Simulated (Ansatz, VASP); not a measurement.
**Two plane-wave programs on TiRh**

INCAR

```
SYSTEM = TiRh
  PREC = Accurate
  ENCUT = 520
  EDIFF = 1E-7
  ISMEAR = 0
  SIGMA = 0.15
  LREAL = .FALSE.
  LASPH = .TRUE.
  NELM = 60
  ALGO = Fast
  ISIF = 2
  LWAVE = .FALSE.
  LCHARG = .FALSE.
  NBANDS = 20
```

File KPOINTS:

```
Automatic mesh
0
G
  16 16 14
  0 0 0
```

The input POSCAR:

```
TiRh
1.0
    2.9880000000      0.0000000000      0.0000000000
    0.0000000000      2.9880000000      0.0000000000
    0.0000000000      0.0000000000      3.3500000000
Ti Rh
1 1
Direct
    0.5000000000      0.5000000000      0.5000000000
    0.0000000000      0.0000000000      0.0000000000
```

Input for Ansatz:

```yaml
crystal:
  lattice:
    - [2.988, 0.0, 0.0]
    - [0.0, 2.988, 0.0]
    - [0.0, 0.0, 3.35]
  atoms:
    - { symbol: Ti, position: [0.5, 0.5, 0.5] }
    - { symbol: Rh, position: [0.0, 0.0, 0.0] }
basis:
  ecutwfc: 420
kpoints:
  mp_grid: { grid: [16, 16, 14] }
hamiltonian:
  xc: lda
scf:
  occupations: { method: gaussian, width: 0.15 }
output:
  forces: true
  stress: true
  eigenvalues: true
```

Alike in both runs: task single point; functional LDA; k mesh 16 × 16 × 14; occupations gaussian, width 0.15 eV; no spin polarisation.

```csv
,VASP,Ansatz
version,VASP 6.6.1,Ansatz 0.2.0
potentials or method,"VASP PAW LDA potentials, release 64 (Ti_sv, Rh_pv), cutoff 520 eV","scalar-relativistic, plane waves, PAW"
valence electrons in the cell,27,29
```

```tsv
	VASP	Ansatz	Ansatz less VASP
gap on the k mesh at the Fermi level (eV)	none	none	-
pressure (GPa)	-11.5	-11.9	-0.43
traceless stress, the component that is largest in VASP (GPa)	1.31	1.32	+0.014
```

LDA's correlation is that of Perdew and Zunger in VASP and of Perdew and Wang (1992) in Ansatz. A gap of «none» marks a metal or a gap that the smearing closes. VASP's potentials hold 27 valence electrons a cell and Ansatz's 29, so a difference there can come from the potentials and not from the codes.
